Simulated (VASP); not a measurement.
Write the native input for VASP 6.6.1 that does the following.

* Task: single point
* Functional: PBEsol
* Potentials or basis: VASP PAW PBE potentials, release 64 (Nb_sv, P)
* Cutoff: 520 eV
* k mesh: 8 × 6 × 16
* Occupations: gaussian, width 0.1 eV
* Spin: no spin polarisation
* Dipole correction: no
* Further INCAR settings: ALGO = Normal; EDIFF = 1e-07; NBANDS = 26; ISYM = 0

The structure of NbP lies in POSCAR:

```
NbP
1.0
    4.6955426329      0.0000000000      0.0000000000
    0.0000000000      6.1139385678      0.0000000000
    2.3477713165      0.9015514456      2.1677719311
Nb P
2 2
Direct
    0.2498125512      0.4996251024      0.5003748976
    0.4998125512     -0.0003748976      0.5003748976
    0.6675588738      0.3351177476      0.6648822524
    0.9175588738      0.8351177476      0.6648822524
```

The input as run:

INCAR

```
PREC = Accurate
ENCUT = 520
EDIFF = 1E-7
ISMEAR = 0
SIGMA = 0.1
LREAL = F
LASPH = T
NELM = 80
ALGO = Normal
ISIF = 2
LWAVE = F
LCHARG = F
GGA = PS
ISYM = 0
NBANDS = 26
```

KPOINTS

```
regular mesh
0
Gamma
  8 6 16
```

Potentials or basis: VASP PAW PBE potentials, release 64 (Nb_sv, P).

Run with:

```sh
$ cat potpaw_PBE.64/Nb_sv/POTCAR potpaw_PBE.64/P/POTCAR > POTCAR
$ mpirun -np 1 vasp_std > vasp.out
```

Results of the run:

```json
{"Pressure": "-0.2 GPa"}
```

Caveat: the PAW data sets were made with another functional, which shifts forces and pressure a little.

Run time: 12 min on 1 thread of Intel(R) Xeon(R) Platinum 8488C (Sapphire Rapids) (shared host), peak memory 0.61 GiB.
